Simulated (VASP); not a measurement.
# Ba (Im-3m) in VASP: notebook

Ba is run at these levels: r2SCAN; tasks: single point.

All numbers are computed with VASP 6.6.1; they aren't measurements. Logs are shortened: lines on timing, memory, paths and dates and some standing lists are left out, and cuts for length are marked.

### 1 The cell of the first run

It takes space group Im-3m (No. 229, cubic). Conventional cell: a = 5.025 Å, b = 5.025 Å, c = 5.025 Å, α = 90.00°, β = 90.00°, γ = 90.00°. Ba (site symmetry m-3m) has 14 Ba at 4.35 to 5.03 Å within 5.7 Å.

### 2 Single point, r2SCAN

POSCAR reads:

```
Ba
1.0
   -2.5125000000      2.5125000000      2.5125000000
    2.5125000000     -2.5125000000      2.5125000000
    2.5125000000      2.5125000000     -2.5125000000
Ba
1
Direct
    0.0000000000      0.0000000000      0.0000000000
```

INCAR.step1 reads:

```
  PREC = Accurate
  ENCUT = 520
  ISMEAR = 0
  SIGMA = 0.1
  LREAL = F
  LASPH = T
  NELM = 100
  NBANDS = 11
  GGA = PE
  ALGO = Normal
  EDIFF = 1E-4
  LWAVE = T
  LCHARG = F
```

INCAR.step2 reads:

```
  PREC = Accurate
  ENCUT = 520
  EDIFF = 1E-6
  ISMEAR = 0
  SIGMA = 0.1
  LREAL = F
  LASPH = T
  NELM = 100
  ALGO = Normal
  ISIF = 2
  LWAVE = F
  LCHARG = T
  METAGGA = R2SCAN
  LMIXTAU = T
  LELF = T
  LVHAR = T
  NBANDS = 11
  ISTART = 1
```

KPOINTS reads:

```
Automatic mesh
0
Gamma
  6 6 6
```

Potentials or basis: VASP PAW PBE potentials, release 64 (Ba_sv).

Launch:

```
$ cat potpaw_PBE.64/Ba_sv/POTCAR > POTCAR
$ cp INCAR.step1 INCAR
$ mpirun -np 1 vasp_std > vasp.out
$ cp INCAR.step2 INCAR
$ mpirun -np 1 vasp_std > vasp.out
```

OUTCAR:

```text
PREC = Accurate
   ENCUT = 520
   EDIFF = 1E-6
   ISMEAR = 0
   LREAL = F
   LASPH = T
   NELM = 100
   ISIF = 2
   METAGGA = R2SCAN
   ISTART = 1

 ion  position               nearest neighbor table
   1  0.000  0.000  0.000-

  LATTYP: Found a body centered cubic cell.
 ALAT       =     5.0250000000

  Lattice vectors:

 A1 = (  -2.5125000000,   2.5125000000,   2.5125000000)
 A2 = (   2.5125000000,  -2.5125000000,   2.5125000000)
 A3 = (   2.5125000000,   2.5125000000,  -2.5125000000)

Analysis of symmetry for initial positions (statically):
=====================================================================
 Subroutine PRICEL returns:
 Original cell was already a primitive cell.

 Routine SETGRP: Setting up the symmetry group for a
 body centered cubic supercell.

 Subroutine GETGRP returns: Found 48 space group operations
 (whereof 48 operations were pure point group operations)
 out of a pool of 48 trial point group operations.

The static configuration has the point symmetry O_h .

Analysis of symmetry for dynamics (positions and initial velocities):
=====================================================================
 Subroutine PRICEL returns:
 Original cell was already a primitive cell.

 Routine SETGRP: Setting up the symmetry group for a
 body centered cubic supercell.

 Subroutine GETGRP returns: Found 48 space group operations
 (whereof 48 operations were pure point group operations)
 out of a pool of 48 trial point group operations.

The dynamic configuration has the point symmetry O_h .

 Subroutine INISYM returns: Found 48 space group operations
 (whereof 48 operations are pure point group operations),
 and found     1 'primitive' translations

----------------------------------------------------------------------------------------

                                     Primitive cell

  volume of cell :      63.4422

  direct lattice vectors                    reciprocal lattice vectors
    -2.512500000  2.512500000  2.512500000     0.000000000  0.199004975  0.199004975
     2.512500000 -2.512500000  2.512500000     0.199004975  0.000000000  0.199004975
     2.512500000  2.512500000 -2.512500000     0.199004975  0.199004975  0.000000000

  length of vectors
     4.351777654  4.351777654  4.351777654     0.281435535  0.281435535  0.281435535

  position of ions in fractional coordinates (direct lattice)
     0.000000000  0.000000000  0.000000000

  ion indices of the primitive-cell ions
   primitive index   ion index
                 1           1

----------------------------------------------------------------------------------------

 KPOINTS: Automatic mesh

Automatic generation of k-mesh.
 Grid dimensions read from file:
 generate k-points for:    6    6    6

 Generating k-lattice:

  Cartesian coordinates                     Fractional coordinates (reciprocal lattice)
     0.000000000  0.033167496  0.033167496     0.166666667  0.000000000  0.000000000
     0.033167496  0.000000000  0.033167496     0.000000000  0.166666667  0.000000000
     0.033167496  0.033167496  0.000000000     0.000000000  0.000000000  0.166666667

  Length of vectors
     0.046905922  0.046905922  0.046905922

  Shift w.r.t. Gamma in fractional coordinates (k-lattice)
     0.000000000  0.000000000  0.000000000

 Subroutine IBZKPT returns following result:
 ===========================================

 Found     16 irreducible k-points:

 Following reciprocal coordinates:
            Coordinates               Weight
  0.000000  0.000000  0.000000      1.000000
  0.166667  0.000000  0.000000     12.000000
  0.333333  0.000000  0.000000     12.000000
  0.500000  0.000000  0.000000      6.000000
  0.166667  0.166667  0.000000     24.000000
  0.333333  0.166667  0.000000     48.000000
[... 8 lines left out ...]
  0.500000  0.500000  0.333333     12.000000
  0.500000  0.500000  0.500000      1.000000
   k-points           NKPTS =     16   k-points in BZ     NKDIM =     16   number of bands    NBANDS=     11
   number of dos      NEDOS =    301   number of ions     NIONS =      1
   total plane-waves  NPLWV =  32768
   dimension x,y,z NGX =    32 NGY =   32 NGZ =   32
   dimension x,y,z NGXF=    64 NGYF=   64 NGZF=   64
   ions per type =               1
   NGX,Y,Z   is equivalent  to a cutoff of  12.22, 12.22, 12.22 a.u.
   NGXF,Y,Z  is equivalent  to a cutoff of  24.45, 24.45, 24.45 a.u.
 SYSTEM =  unknown system
   PREC   = accura    normal or accurate (medium, high low for compatibility)
   ISTART =      1    job   : 0-new  1-cont  2-samecut
   ICHARG =      0    charge: 1-file 2-atom 10-const
   ISPIN  =      1    spin polarized calculation?
   LNONCOLLINEAR =      F non collinear calculations
   LSORBIT =      F    spin-orbit coupling
   LASPH  =      T    aspherical Exc in radial PAW
   ENCUT  =  520.0 eV  38.22 Ry    6.18 a.u.   8.09  8.09  8.09*2*pi/ulx,y,z
   NELM   =    100;   NELMIN=  2; NELMDL=  0     # of ELM steps
   EDIFF  = 0.1E-05   stopping-criterion for ELM
   LREAL  =      F    real-space projection
   EDIFFG = 0.1E-04   stopping-criterion for IOM
   NSW    =      0    number of steps for IOM
   IBRION =     -1    ionic relax: 0-MD 1-quasi-New 2-CG
   NFREE  =      0    steps in history (QN), initial steepest desc. (CG)
   ISIF   =      2    stress and relaxation
   ISYM   =      2    0-nonsym 1-usesym 2-fastsym
   POTIM  = 0.5000    time-step for ionic-motion
   TEBEG  =    0.0;   TEEND  =   0.0 temperature during run
   PSTRESS=    0.0 pullay stress
   NELECT =      10.0000    total number of electrons
   NUPDOWN=      -1.0000    fix difference up-down
   EMIN   =  10.00;   EMAX   =-10.00  energy-range for DOS
   EFERMI =   0.00;   METHOD = LEGACY
   ISMEAR =     0;   SIGMA  =   0.10  broadening in eV -4-tet -1-fermi 0-gaus
   EFERMI_NEDOS =   21; number of points for ismear=-14 and -15
   IALGO  =     38    algorithm
   IMIX   =      4    mixing-type and parameters
     AMIX     =   0.40;   BMIX     =  1.00
     AMIX_MAG =   1.60;   BMIX_MAG =  1.00
  volume/ion in A,a.u.               =      63.44       428.13
  Fermi-wavevector in a.u.,A,eV,Ry     =   0.884332  1.671146 10.640347  0.782043
  Thomas-Fermi vector in A             =   2.005218
   LORBIT       =      0    0 simple, 1 ext, 2 COOP (PROOUT), +10 PAW based schemes
   METAGGA = R2SCAN    functional components
   LHFCALC =     F    Hartree Fock is set to
   AEXX    =    0.0000 exact exchange contribution
   IVDW    =     0    specifies the selected vdW correction
   LEPSILON=     F    determine dielectric tensor
   LRPA    =     F    only Hartree local field effects (RPA)
 non-spin polarized calculation
 Gauss-broadening in eV      SIGMA  =   0.10
  energy-cutoff  :      520.00
  volume of cell :       63.44
 maximum number of plane-waves:      1724
   NGX = 17   NGY = 17   NGZ = 17

 number of electron      10.0000000 magnetization

 Free energy of the ion-electron system (eV)
  ---------------------------------------------------
  ext. energy  EPLUGINS =         0.00000000
  ---------------------------------------------------
  free energy    TOTEN  =       -26.43248198 eV

  energy without entropy =      -26.42636184  energy(sigma->0) =      -26.42942191

 E-fermi :   1.7432     XC(G=0):  -7.8051

 val. band max:        1.7151532348   @ k =  -0.3333   0.3333   0.3333
 cond. band min:       1.8063173012   @ k =   0.3333   0.1667   0.1667
 fundamental gap:      0.0911640664
 Fermi energy:         1.7432496932

 k-point     1 :       0.0000    0.0000    0.0000
  band No.  band energies     occupation
      1     -28.2289      2.00000
      2     -12.7637      2.00000
      3     -12.7637      2.00000
      4     -12.7637      2.00000
      5      -1.1749      2.00000
      6       3.8345      0.00000
      7       3.8345      0.00000
      8       3.8345      0.00000
      9       5.1667      0.00000
     10       5.1667      0.00000
     11       8.9736      0.00000

 k-point     2 :       0.1667    0.0000    0.0000
  band No.  band energies     occupation
      1     -28.2176      2.00000
      2     -12.8866      2.00000
      3     -12.8004      2.00000
      4     -12.7649      2.00000
      5      -0.6582      2.00000
      6       3.4298      0.00000
      7       3.4411      0.00000
      8       4.3672      0.00000
      9       4.8360      0.00000
     10       5.1555      0.00000
     11       9.4477      0.00000

 k-point     3 :       0.3333    0.0000    0.0000
  band No.  band energies     occupation
      1     -28.1949      2.00000
      2     -13.1185      2.00000
      3     -12.8724      2.00000
      4     -12.7676      2.00000
      5       0.4283      2.00000
      6       2.7159      0.00000
      7       2.8306      0.00000
      8       5.1598      0.00000
      9       5.3964      0.00000
     10       5.8358      0.00000
     11       8.5949      0.00000

 k-point     4 :       0.5000    0.0000    0.0000
  band No.  band energies     occupation
      1     -28.1834      2.00000
      2     -13.2284      2.00000
      3     -12.9076      2.00000
      4     -12.7689      2.00000
      5       0.8317      2.00000
      6       2.5903      0.00000
      7       2.8922      0.00000
      8       5.2198      0.00000
      9       5.7809      0.00000
     10       7.2287      0.00000
     11       7.5856      0.00000

 k-point     5 :       0.1667    0.1667    0.0000
  band No.  band energies     occupation
      1     -28.2006      2.00000
      2     -13.0434      2.00000
      3     -12.8498      2.00000
      4     -12.7920      2.00000
      5       0.2053      2.00000
      6       2.7467      0.00000
      7       2.9954      0.00000
      8       4.7026      0.00000
      9       5.4211      0.00000
     10       5.5973      0.00000
     11       9.3755      0.00000
[... 99 lines left out ...]
 k-point    13 :      -0.3333    0.5000    0.1667
  band No.  band energies     occupation
      1     -28.1713      2.00000
      2     -13.1322      2.00000
      3     -13.0254      2.00000
      4     -12.8774      2.00000
      5       1.5991      1.95851
      6       1.8562      0.11013
      7       2.9887      0.00000
      8       4.7183      0.00000
      9       5.4727      0.00000
     10       7.2594      0.00000
     11       8.1687      0.00000

 k-point    14 :      -0.3333    0.3333    0.3333
  band No.  band energies     occupation
      1     -28.1681      2.00000
      2     -13.0686      2.00000
      3     -12.9958      2.00000
      4     -12.9958      2.00000
      5       1.3295      2.00000
      6       1.7152      1.30889
      7       4.3288      0.00000
      8       4.3288      0.00000
      9       5.2252      0.00000
     10       5.7147      0.00000
     11      10.0178      0.00000

 k-point    15 :       0.5000    0.5000    0.3333
  band No.  band energies     occupation
      1     -28.1591      2.00000
      2     -13.1157      2.00000
      3     -13.0357      2.00000
      4     -13.0032      2.00000
      5       1.3521      2.00000
      6       1.4284      1.99999
      7       4.3787      0.00000
      8       4.5594      0.00000
      9       6.4391      0.00000
     10       6.8486      0.00000
     11       7.9062      0.00000

 k-point    16 :       0.5000    0.5000    0.5000
  band No.  band energies     occupation
      1     -28.1509      2.00000
      2     -13.0770      2.00000
      3     -13.0770      2.00000
      4     -13.0770      2.00000
      5       1.0861      2.00000
      6       1.0861      2.00000
      7       6.3724      0.00000
      8       6.3724      0.00000
      9       6.3724      0.00000
     10       6.7352      0.00000
     11       6.7352      0.00000

------------------------ aborting loop because EDIFF is reached ----------------------------------------

  FORCE on cell =-STRESS in cart. coord.  units (eV):
  Direction    XX          YY          ZZ          XY          YZ          ZX
  --------------------------------------------------------------------------------------
  -------------------------------------------------------------------------------------
  Total        0.1481573      0.1481573      0.1481573      0.0000000      0.0000000     -0.0000000
  in kB        3.7415830      3.7415830      3.7415830      0.0000000      0.0000000     -0.0000000
  external PRESSURE =       3.7415830 kB  Pullay stress =       0.0000000 kB

 VOLUME and BASIS-vectors are now :
 -----------------------------------------------------------------------------
  energy-cutoff  :      520.00
  volume of cell :       63.44
      direct lattice vectors                 reciprocal lattice vectors
    -2.512500000  2.512500000  2.512500000     0.000000000  0.199004975  0.199004975
     2.512500000 -2.512500000  2.512500000     0.199004975  0.000000000  0.199004975
     2.512500000  2.512500000 -2.512500000     0.199004975  0.199004975  0.000000000

 POSITION                                       TOTAL-FORCE (eV/Angst)
 -----------------------------------------------------------------------------------
      0.00000      0.00000      0.00000         0.000000     -0.000000     -0.000000
 -----------------------------------------------------------------------------------
    total drift:                                0.000000      0.000000     -0.000000

  FREE ENERGIE OF THE ION-ELECTRON SYSTEM (eV)
  ---------------------------------------------------
  free  energy   TOTEN  =       -26.4324819822 eV

  energy  without entropy=      -26.4263618374  energy(sigma->0) =      -26.42942191
```

Wall time 21 s (1 thread of Intel Xeon Platinum 8488C (Sapphire Rapids), shared host); peak memory 0.18 GiB.

What came out:

| Quantity | Value |
| --- | --- |
| Free energy | -26.4325 eV |
| Pressure | 0.4 GPa |
| Band gap on the k mesh | zero (band 5 reaches 1.95 eV, above the bottom of band 6 at 1.09 eV) |

Caveat: the PAW data sets were made with another functional, which shifts forces and pressure a little; spin-orbit coupling is left out, which moves the levels of the heavy elements.

### 3 Single point, r2SCAN

This run uses another cell than the first one, of 65.10 Å³/atom, 1.026 times its volume.

POSCAR reads:

```
Ba
1.0
   -2.5342172995      2.5342172995      2.5342172995
    2.5342172995     -2.5342172995      2.5342172995
    2.5342172995      2.5342172995     -2.5342172995
Ba
1
Direct
    0.0000000000      0.0000000000      0.0000000000
```

INCAR.step1 reads:

```
SYSTEM = Ba
ALGO     = Normal         ! electronic algorithm
EDIFF    = 1E-4           ! SCF threshold, eV
ENCUT    = 520            ! plane-wave cutoff, eV
GGA      = PE             ! functional
ISMEAR   = 0              ! smearing method
LASPH    = .TRUE.         ! aspherical terms in the spheres
LCHARG   = .FALSE.        ! write CHGCAR
LREAL    = .FALSE.        ! projectors in reciprocal space
LWAVE    = .TRUE.         ! write WAVECAR
NBANDS   = 11             ! bands
NELM     = 80             ! most SCF steps
PREC     = Accurate       ! precision mode
SIGMA    = 0.1            ! smearing width, eV
```

INCAR.step2 reads:

```
SYSTEM = Ba
ALGO     = Normal         ! electronic algorithm
EDIFF    = 1E-7           ! SCF threshold, eV
ENCUT    = 520            ! plane-wave cutoff, eV
ISIF     = 2              ! what is computed and relaxed
ISMEAR   = 0              ! smearing method
ISTART   = 1            
LASPH    = .TRUE.         ! aspherical terms in the spheres
LCHARG   = .TRUE.         ! write CHGCAR
LELF     = .TRUE.         ! ELF
LMIXTAU  = .TRUE.       
LREAL    = .FALSE.        ! projectors in reciprocal space
LVHAR    = .TRUE.       
LWAVE    = .FALSE.        ! write WAVECAR
METAGGA  = R2SCAN         ! meta-GGA
NBANDS   = 11             ! bands
NELM     = 80             ! most SCF steps
PREC     = Accurate       ! precision mode
SIGMA    = 0.1            ! smearing width, eV
```

KPOINTS reads:

```
k-points
0
G
  12 12 12
  0 0 0
```

Potentials or basis: VASP PAW PBE potentials, release 64 (Ba_sv).

Launch:

```
$ cat potpaw_PBE.64/Ba_sv/POTCAR > POTCAR
$ cp INCAR.step1 INCAR
$ mpirun -np 1 vasp_std > vasp.out
$ cp INCAR.step2 INCAR
$ mpirun -np 1 vasp_std > vasp.out
```

It took 2 min on 1 thread of Intel Xeon Platinum 8488C (Sapphire Rapids), shared host; peak memory 0.23 GiB.

The run converged. Its results:

```
Free energy            : -26.4362 eV
Pressure               : 0.1 GPa
Band gap on the k mesh : zero (band 5 reaches 2.16 eV, above the bottom of band 6 at 1.04 eV)
```

Levels at points of the mesh, in eV from the Fermi level:
| k point | band 3 | band 4 | band 5 | band 6 | band 7 | band 8 |
| --- | --- | --- | --- | --- | --- | --- |
| (0.00, 0.00, 0.00) | -14.51 | -14.51 | -2.86 | 2.11 | 2.11 | 2.11 |
| (0.50, 0.00, 0.00) | -14.65 | -14.52 | -0.85 | 0.89 | 1.12 | 3.46 |
| (0.50, 0.50, 0.50) | -14.80 | -14.80 | -0.57 | -0.57 | 4.54 | 4.54 |

Caveat: the PAW data sets were made with another functional, which shifts forces and pressure a little; spin-orbit coupling is left out, which moves the levels of the heavy elements.

### 4 Single point, r2SCAN

This run uses another cell than the first one, of 65.72 Å³/atom, 1.036 times its volume.

POSCAR reads:

```
Ba
1.0
   -2.5422006213      2.5422006213      2.5422006213
    2.5422006213     -2.5422006213      2.5422006213
    2.5422006213      2.5422006213     -2.5422006213
Ba
1
Direct
    0.0000000000      0.0000000000      0.0000000000
```

INCAR.step1 reads:

```
ALGO = Normal ; EDIFF = 1E-4
ENCUT = 520 ; GGA = PE
ISMEAR = -1 ; LASPH = True
LCHARG = False ; LREAL = False
LWAVE = True ; NBANDS = 11
NELM = 60 ; PREC = Accurate
SIGMA = 0.15
```

INCAR.step2 reads:

```
ALGO = Normal ; EDIFF = 1E-6
ENCUT = 520 ; ISIF = 2
ISMEAR = -1 ; ISTART = 1
LASPH = True ; LCHARG = False
LMIXTAU = True ; LREAL = False
LWAVE = False ; METAGGA = R2SCAN
NBANDS = 11 ; NELM = 60
PREC = Accurate ; SIGMA = 0.15
```

KPOINTS reads:

```
k-points
0
Gamma
  12 12 12
```

Launch:

```
$ cat potpaw_PBE.64/Ba_sv/POTCAR > POTCAR
$ cp INCAR.step1 INCAR
$ mpirun -np 1 vasp_std > vasp.out
$ cp INCAR.step2 INCAR
$ mpirun -np 1 vasp_std > vasp.out
```

Wall time 1.8 min (1 thread of Intel Xeon Platinum 8488C (Sapphire Rapids), shared host); peak memory 0.24 GiB.

It converged, with:

| Quantity | Value |
| --- | --- |
| Free energy | -26.4817 eV |
| Pressure | 0.0 GPa |
| Band gap on the k mesh | zero (band 5 reaches 2.12 eV, above the bottom of band 6 at 1.03 eV) |

Levels at points of the mesh, in eV from the Fermi level:
| k point | band 1 | band 2 | band 3 | band 4 | band 5 | band 6 | band 7 | band 8 | band 9 | band 10 |
| --- | --- | --- | --- | --- | --- | --- | --- | --- | --- | --- |
| (0.00, 0.00, 0.00) | -30.00 | -14.56 | -14.56 | -14.56 | -2.88 | 2.07 | 2.07 | 2.07 | 3.37 | 3.37 |
| (0.50, 0.00, 0.00) | -29.96 | -14.97 | -14.69 | -14.56 | -0.87 | 0.87 | 1.06 | 3.40 | 3.95 | 5.33 |
| (0.50, 0.50, 0.50) | -29.94 | -14.84 | -14.84 | -14.84 | -0.58 | -0.58 | 4.47 | 4.47 | 4.47 | 4.86 |

Caveat: the PAW data sets were made with another functional, which shifts forces and pressure a little; spin-orbit coupling is left out, which moves the levels of the heavy elements.

### 5 Summary

```tsv
cell	k mesh	smearing	gap on the mesh (eV)	pressure (GPa)
a = 4.352 Å, angles 109.5°, 1 atom	6 × 6 × 6	gaussian 0.1 eV	none	0.4
a = 4.389 Å, angles 109.5°, 1 atom	12 × 12 × 12	gaussian 0.1 eV	none	0.1
a = 4.403 Å, angles 109.5°, 1 atom	12 × 12 × 12	fermi-dirac 0.15 eV	none	0.0
```

Alike in all rows: task single point; level r2SCAN; potentials or basis VASP PAW PBE potentials, release 64 (Ba_sv); no spin polarisation; cutoff (eV) 520.

Caveats: the PAW data sets were made with another functional, which shifts forces and pressure a little; spin-orbit coupling is left out, which moves the levels of the heavy elements.

Absolute energies hang on the potentials; compare differences alone.
